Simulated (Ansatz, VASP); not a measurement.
# ZnO in VASP and in Ansatz

```
Zn O
1.0
     3.31439    0.00000    0.00000
    -1.65719    2.87034    0.00000
     0.00000    0.00000    5.20380
Zn O
2 2
Direct
  0.33333 0.66667 0.00000
  0.66667 0.33333 0.50000
  0.33333 0.66667 0.38210
  0.66667 0.33333 0.88210
```

Change from the starting cell: equal xx and yy strain of +2 %.

Alike in both runs: task single point; functional LDA; k mesh 8 × 8 × 5; occupations fermi-dirac, width 0.01 eV; no spin polarisation.

|  | VASP | Ansatz |
| --- | --- | --- |
| version | VASP 6.6.1 | Ansatz 0.2.0 |
| potentials or method | VASP PAW LDA potentials, release 64 (Zn, O), cutoff 520 eV | all-electron LAPW, scalar-relativistic |

|  | VASP | Ansatz | Ansatz less VASP |
| --- | --- | --- | --- |
| gap on the k mesh at the Fermi level (eV) | 0.70 | 0.70 | +0.004 |
| pressure (GPa) | -10.8 | -11.7 | -0.84 |
| traceless stress, the component that is largest in VASP (GPa) | 2.97 | 2.88 | -0.094 |
| rms of the force components (eV/Å) | 0.048 | 0.042 | -0.0059 |

LDA's correlation is that of Perdew and Zunger in VASP and of Perdew and Wang (1992) in Ansatz. Atom by atom the forces differ by 0.006 eV/Å (rms over components). Ansatz ran all-electron here, and VASP with PAW potentials.
